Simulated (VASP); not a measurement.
Write the native input for VASP 6.6.1 that does the following.

```yaml
Task: single point
Functional: PBE
Potentials_or_basis: VASP PAW PBE potentials, release 64 (Cu_sv_GW)
Cutoff: 700 eV
k_mesh: 11 × 11 × 11
Occupations: fermi-dirac, width 0.05 eV
Spin: no spin polarisation
Dipole_correction: no
Further_INCAR_settings: ALGO = Normal; EDIFF = 1e-06; NBANDS = 26
```

The structure of Cu lies in POSCAR:

```
Cu
1.0
    0.0000000000      2.4627820114      2.4627820114
    2.4627820114      0.0000000000      2.4627820114
    2.4627820114      2.4627820114      0.0000000000
Cu
2
Direct
   -0.2150000000     -0.0950000000     -0.0950000000
    0.2150000000      0.0950000000      0.0950000000
```

This cell differs from its parent crystal: shortest bond scaled by 0.76.

The input as run:

INCAR

```
PREC     = Accurate       # precision mode
ENCUT    = 700            # plane-wave cutoff, eV
EDIFF    = 1E-6           # SCF threshold, eV
ISMEAR   = -1             # smearing method
SIGMA    = 0.05           # smearing width, eV
LREAL    = F              # projectors in reciprocal space
LASPH    = T              # aspherical terms in the spheres
NELM     = 120            # most SCF steps
ALGO     = Normal         # electronic algorithm
ISIF     = 2              # what is computed and relaxed
LWAVE    = F              # write WAVECAR
LCHARG   = F              # write CHGCAR
GGA      = PE             # functional
NBANDS   = 26             # bands
GGA_COMPAT= F
```

KPOINTS

```
regular mesh
0
Gamma
  11 11 11
```

Potentials or basis: VASP PAW PBE potentials, release 64 (Cu_sv_GW).

Launch:

```console
$ cat potpaw_PBE.64/Cu_sv_GW/POTCAR > POTCAR
$ mpirun -np 1 vasp_std > vasp.out
```

Results of the run:

- Pressure: 64.7 GPa
- Largest force: 23.633 eV/Å
- Band gap on the k mesh: zero (bands 19 and 20 overlap by 0.67 eV)

Caveat: the cell differs from its parent crystal (shortest bond scaled by 0.76); atoms lie so close that the PAW spheres overlap strongly, which falsifies energies and pressures; the cell stands under pressure; forces of over 1 eV/Å act on the atoms, so gaps and moduli don't describe the material at rest.

Run time: 3.7 min on 1 thread of Intel(R) Xeon(R) Platinum 8259CL CPU @ 2.50GHz (Skylake/Cascade Lake), on a shared host, peak memory 0.3 GiB.
